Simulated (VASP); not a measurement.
LaC:

```
CELL_PARAMETERS angstrom
3.28535 0.00000 0.00000
0.00000 3.28535 0.00000
0.00000 0.00000 3.28535
ATOMIC_POSITIONS crystal
La 0.00000 0.00000 0.00000
C 0.50000 0.50000 0.50000
```

Base run:

| Item | Value |
| --- | --- |
| Program | VASP 6.6.1 |
| Functional | r2SCAN |
| Dispersion | D3(BJ) |
| Potentials or basis | VASP PAW PBE potentials, release 64 (La, C) |
| Cutoff | 520 eV |
| k mesh | 10 × 10 × 10 |
| Occupations | gaussian, width 0.05 eV |
| Spin | no spin polarisation |

Its results: pressure -1.7 GPa.

Question: The run is repeated on the same cell with these changes: dispersion from D3(BJ) to none; further incar settings from ALGO = Normal; EDIFF = 1e-07; NBANDS = 14 to ALGO = Normal; EDIFF = 1e-06; NBANDS = 14. What comes out?

Answer: Pressure -0.2 GPa.

Caveats: the PAW data sets were made with another functional, which shifts forces and pressure a little; pairwise dispersion overbinds metals, which lowers pressure and volume (some runs).
